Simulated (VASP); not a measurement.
Input of a VASP 6.6.1 run:

INCAR

```
SYSTEM = TaSi2
PREC     = Accurate       ! precision mode
ENCUT    = 520            ! plane-wave cutoff, eV
EDIFF    = 1E-6           ! SCF threshold, eV
ISMEAR   = 0              ! smearing method
SIGMA    = 0.15           ! smearing width, eV
LREAL    = .False.        ! projectors in reciprocal space
LASPH    = .True.         ! aspherical terms in the spheres
NELM     = 80             ! most SCF steps
ALGO     = Normal         ! electronic algorithm
ISIF     = 2              ! what is computed and relaxed
LWAVE    = .False.        ! write WAVECAR
LCHARG   = .False.        ! write CHGCAR
GGA      = PS             ! functional
NBANDS   = 38             ! bands
```

File KPOINTS:

```
Automatic mesh
0
Gamma
  12 12 6
  0 0 0
```

Contents of POSCAR:

```
TaSi2
1.0
    4.8798810202      0.0000000000      0.0000000000
   -2.4399405101      4.2261009310      0.0000000000
    0.0000000000      0.0000000000      6.3918895460
Ta Si
3 6
Direct
    0.5000000000      0.0000000000      0.5000000000
    0.5000000000      0.5000000000      0.8333333333
    0.0000000000      0.5000000000      0.1666666667
    0.1592675430      0.3185350860      0.5000000000
    0.8407324570      0.1592675430      0.8333333333
    0.6814649140      0.8407324570      0.1666666667
    0.8407324570      0.6814649140      0.5000000000
    0.1592675430      0.8407324570      0.8333333333
    0.3185350860      0.1592675430      0.1666666667
```

Potentials or basis: VASP PAW PBE potentials, release 64 (Ta_pv, Si).

The run is started by

```bash
$ cat potpaw_PBE.64/Ta_pv/POTCAR potpaw_PBE.64/Si/POTCAR > POTCAR
$ mpirun -np 1 vasp_std > vasp.out
```

(1) Predict the largest force.

(2) What does it give for the pressure?

Results:

(1) 0.123 eV/Å.

(2) -2.4 GPa.

Caveat: the cell differs from its parent crystal (strain +0.025 along x and y, -0.025 along z); the stress differs along the axes, from -8 to 8 GPa; the PAW data sets were made with another functional, which shifts forces and pressure a little.
